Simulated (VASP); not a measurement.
The system is Nb.

```xyz
1
Lattice="-1.6858 1.6858 1.6858 1.6858 -1.6858 1.6858 1.6858 1.6858 -1.6858" Properties=species:S:1:pos:R:3 pbc="T T T"
Nb    0.0000    0.0000    0.0000
```

Program: VASP 6.6.1. Alike in all runs: task single point; no spin polarisation; cell as given; k mesh 11 × 11 × 11; cutoff (eV) 500.

Q: Order these runs on this cell by their pressure, lowest first.
A. level LDA; potentials or basis VASP PAW LDA potentials, release 64 (Nb_sv); smearing fermi-dirac 0.05 eV
B. level LDA+U; potentials or basis VASP PAW LDA potentials, release 64 (Nb_sv); U Nb d U = 4.0 eV; smearing methfessel-paxton 0.01 eV
C. level PBEsol; potentials or basis VASP PAW PBE potentials, release 64 (Nb_sv); smearing fermi-dirac 0.05 eV
D. level RPBE+D4; potentials or basis VASP PAW PBE potentials, release 64 (Nb_sv); smearing fermi-dirac 0.05 eV

A: A (-17.1 GPa), C (-13.8 GPa), D (-10.1 GPa), B (-7.8 GPa).

Caveats: the PAW data sets were made with another functional, which shifts forces and pressure a little (some runs); pairwise dispersion overbinds metals, which lowers pressure and volume (some runs); U without spin polarisation on a metal has little footing (some runs); the U is typed as a test and isn't derived for this compound (some runs).
